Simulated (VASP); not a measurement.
A run of VASP 6.6.1 is set up as follows.

The input INCAR:

```
ALGO = Fast ; EDIFF = 1E-6
ENCUT = 520 ; GGA = PE
ISIF = 2 ; ISMEAR = 0
LASPH = T ; LCHARG = F
LREAL = F ; LWAVE = F
NBANDS = 14 ; NELM = 100
PREC = Accurate ; SIGMA = 0.1
```

The input KPOINTS:

```
k-points
0
Gamma
  6 6 6
```

The input POSCAR:

```
Li
1.0
    1.5467940430      0.8930419571      9.8063492148
   -1.5467940430      0.8930419571      9.8063492148
    0.0000000000     -1.7860839143      9.8063492148
Li
4
Direct
    0.1251574910      0.1251574910      0.1251574910
    0.8748425090      0.8748425090      0.8748425090
    0.2916783951      0.2916783951      0.2916783951
    0.7083216049      0.7083216049      0.7083216049
```

Potentials or basis: VASP PAW PBE potentials, release 64 (Li_sv).

Launch:

```sh
$ cat potpaw_PBE.64/Li_sv/POTCAR > POTCAR
$ mpirun -np 1 vasp_std > vasp.out
```

Estimate the largest force.

0.011 eV/Å.

Predict the band gap on the k mesh.

zero (bands 6 and 7 overlap by 4.04 eV).

Forces on the atoms (eV/Å):
```
Li   0.000  0.000 -0.011
Li   0.000  0.000  0.011
Li   0.000  0.000 -0.004
Li   0.000  0.000  0.004
```

Caveat: the k points lie up to 0.39 Å⁻¹ apart, too coarse for converged energies and pressures of a metal.
